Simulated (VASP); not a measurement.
Runs of VASP 6.6.1 on GaAs. The structure is that of space group F-43m (No. 216), or close to it. The cells are those of the table. 

```tsv
task	level	potentials or basis	spin	cell	gap on the mesh (eV)	pressure (GPa)	moment (μB)
single point	PBE	VASP PAW PBE potentials, release 64 (Ga_d, As)	off	a = 3.998 Å, angles 60.0°, 2 atoms	0.52	3.5	-
electric field gradients	LDA	VASP PAW LDA potentials, release 64 (Ga_d, As)	off	a = 3.998 Å, angles 60.0°, 2 atoms	0.33	-1.6	-
single point	PBE	VASP PAW PBE potentials, release 64 (Ga_d, As)	non-collinear, zero start, SOC	a = 3.998 Å, angles 60.0°, 2 atoms	-	3.5	0.00
single point	PBEsol	VASP PAW PBE potentials, release 64 (Ga_d, As)	off	a = 3.944 Å, angles 60.0°, 2 atoms	0.77	3.5	-
electric field gradients	PBEsol	VASP PAW PBE potentials, release 64 (Ga_d, As)	off	a = 3.998 Å, angles 60.0°, 2 atoms	0.46	0.4	-
electric field gradients	r2SCAN	VASP PAW PBE potentials, release 64 (Ga_d, As)	off	a = 3.998 Å, angles 60.0°, 2 atoms	(a)	(b)	-
electric field gradients	PBE	VASP PAW PBE potentials, release 64 (Ga_d, As)	non-collinear, zero start, SOC	a = 3.998 Å, angles 60.0°, 2 atoms	-	3.5	0.00
single point	LDA	VASP PAW LDA potentials, release 64 (Ga_d, As)	off	a = 3.998 Å, angles 60.0°, 2 atoms	0.33	-1.6	-
```

Alike in all rows: k mesh 10 × 10 × 10; cutoff (eV) 520; smearing fermi-dirac 0.08 eV.

Estimate the missing entries.

(a) 1.00; (b) 0.6.

Caveats: semilocal functionals underestimate gaps, and a narrow one can read as zero (at least some runs); the cell stands under pressure (at least some runs); the PAW data sets were made with another functional, which shifts forces and pressure a little (at least some runs).

A k mesh can miss the band edges, and rows without SOC leave out spin-orbit coupling on As, Ga.
